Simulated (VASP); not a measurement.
Input of a VASP 6.6.1 run:

INCAR

```
  ALGO = Normal
  EDIFF = 1E-7
  EDIFFG = -0.04
  ENCUT = 600
  GGA = PE
  IBRION = 2
  ISIF = 3
  ISMEAR = 0
  LASPH = T
  LCHARG = F
  LREAL = F
  LWAVE = F
  NELM = 80
  NSW = 90
  PREC = Accurate
  SIGMA = 0.1
```

The input KPOINTS:

```
k-points
0
Gamma
  6 6 4
```

POSCAR

```
NdAgO4
1.0
    3.7033918900      0.0000000000      0.0000000000
    0.0000000000      3.7033918900      0.0000000000
    0.0000000000      0.0000000000      5.3151938900
Nd Ag O
1 1 4
Direct
    0.0000000000      0.0000000000      0.0000000000
    0.5000000000      0.5000000000      0.5000000000
    0.5000000000      0.0000000000      0.7338745000
    0.0000000000      0.5000000000      0.2661255000
    0.5000000000      0.0000000000      0.2661255000
    0.0000000000      0.5000000000      0.7338745000
```

Potentials or basis: VASP PAW PBE potentials, release 64 (Nd, Ag, O).

The run is started by

```console
$ cat potpaw_PBE.64/Nd/POTCAR potpaw_PBE.64/Ag/POTCAR potpaw_PBE.64/O/POTCAR > POTCAR
$ mpirun -np 1 vasp_std > vasp.out
```

(1) Estimate the space group after relaxing (to 0.1 Å).

(2) What does it give for the band gap on the k mesh?

(3) What does it give for the relaxed cell?

Answers

(1) P4/mmm (No. 123).

(2) zero (an odd number of electrons rules out a gap without spin polarisation).

(3) a = 3.753 Å, b = 3.753 Å, c = 5.332 Å, α = 90.00°, β = 90.00°, γ = 90.00°.

Caveat: spin-orbit coupling is left out, which moves the levels of the heavy elements; an odd number of electrons without spin polarisation forces a metal; a magnetic or distorted state may lie lower; the run has no spin polarisation, though such a crystal can be magnetic; semilocal functionals describe open f shells poorly, which spoils levels, moments and volumes.
